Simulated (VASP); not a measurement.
# TaN: single point with PBE

The system is TaN.

```
Ta N
1.0
     5.06623    0.00000    0.00000
    -2.53311    4.38748    0.00000
     0.00000    0.00000    2.88360
Ta N
3 3
Direct
  0.00000 0.00000 0.00000
  0.33333 0.66667 0.50000
  0.66667 0.33333 0.50000
  0.50000 0.00000 0.00000
  0.50000 0.50000 0.00000
  0.00000 0.50000 0.00000
```

```
Program                : VASP 6.6.1
Task                   : single point
Functional             : PBE
Potentials or basis    : VASP PAW PBE potentials, release 64 (Ta_pv, N)
Cutoff                 : 520 eV
k mesh                 : 12 × 12 × 12
Occupations            : gaussian, width 0.1 eV
Spin                   : no spin polarisation
Dipole correction      : no
Further INCAR settings : ALGO = Normal; EDIFF = 1e-06; NBANDS = 33
```

* Pressure: 31.2 GPa
* Band gap on the k mesh: zero (bands 24 and 25 overlap by 2.35 eV)

Stress tensor (GPa, compression positive):
```
31.02  0.00  0.00
 0.00 31.02  0.00
 0.00  0.00 31.48
```

Levels at points of the mesh, in eV from the Fermi level:
| k point | band 21 | band 22 | band 23 | band 24 | band 25 | band 26 | band 27 | band 28 |
| --- | --- | --- | --- | --- | --- | --- | --- | --- |
| (0.00, 0.00, 0.00) | -3.03 | -2.64 | -2.09 | -1.34 | -1.34 | 0.70 | 0.70 | 1.57 |
| (0.50, 0.00, 0.00) | -3.64 | -2.91 | -1.75 | -0.64 | 1.50 | 1.93 | 1.95 | 2.33 |
| (0.00, 0.00, 0.50) | -3.20 | -3.20 | -2.05 | 0.95 | 0.95 | 1.34 | 2.06 | 2.81 |
| (0.50, 0.00, 0.50) | -3.58 | -3.38 | -2.34 | -1.31 | 1.12 | 1.50 | 3.16 | 3.57 |

Wall time 2.4 min on 1 thread of Intel(R) Xeon(R) 6975P-C (Granite Rapids), on a shared host, peak memory 0.35 GiB.

Caveat: the cell stands under pressure; spin-orbit coupling is left out, which moves the levels of the heavy elements.
